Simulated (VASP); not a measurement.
Write the native input for VASP 6.6.1 that does the following.

* Task: single point
* Functional: BLYP
* Dispersion: D4
* Potentials or basis: VASP PAW PBE potentials, release 64 (N, B)
* Cutoff: 520 eV
* k mesh: 12 × 12 × 4
* Occupations: fermi-dirac, width 0.05 eV
* Spin: no spin polarisation
* Dipole correction: no
* Further INCAR settings: ALGO = Normal; EDIFF = 1e-06; NBANDS = 16

The structure of BN lies in POSCAR:

```
BN
1.0
    2.5311153490      0.0000000000      0.0000000000
   -1.2655576745      2.1920101922      0.0000000000
    0.0000000000      0.0000000000      6.7230218559
N B
2 2
Direct
    0.6666666667      0.3333333333      0.2500000000
    0.3333333333      0.6666666667      0.7500000000
    0.6666666667      0.3333333333      0.7500000000
    0.3333333333      0.6666666667      0.2500000000
```

The input as run:

INCAR

```
SYSTEM = BN
PREC = Accurate ; ENCUT = 520
EDIFF = 1E-6 ; ISMEAR = -1
SIGMA = 0.05 ; LREAL = .False.
LASPH = .True. ; NELM = 80
ALGO = Normal ; ISIF = 2
LWAVE = .False. ; LCHARG = .False.
GGA = B5 ; ALDAX = 1.0
AGGAX = 1.0 ; AGGAC = 1.0
ALDAC = 0.0 ; IVDW = 13
VDW_S6 = 1.0 ; VDW_S8 = 2.34076671
VDW_A1 = 0.44488865 ; VDW_A2 = 4.0933009
NBANDS = 16
```

KPOINTS

```
Automatic mesh
0
Gamma
  12 12 4
  0 0 0
```

Potentials or basis: VASP PAW PBE potentials, release 64 (N, B).

Run with:

```console
$ cat potpaw_PBE.64/N/POTCAR potpaw_PBE.64/B/POTCAR > POTCAR
$ mpirun -np 1 vasp_std > vasp.out
```

It gave:

- Pressure: -7.1 GPa
- Band gap on the k mesh: 4.31 eV (least direct gap 4.62 eV)
- Dispersion energy per atom: -0.292 eV

Caveat: the cell stands under tension; the PAW data sets were made with another functional, which shifts forces and pressure a little.

Wall time 52 s on 1 thread of Intel Xeon 8259CL, on a shared host, peak memory 0.16 GiB.
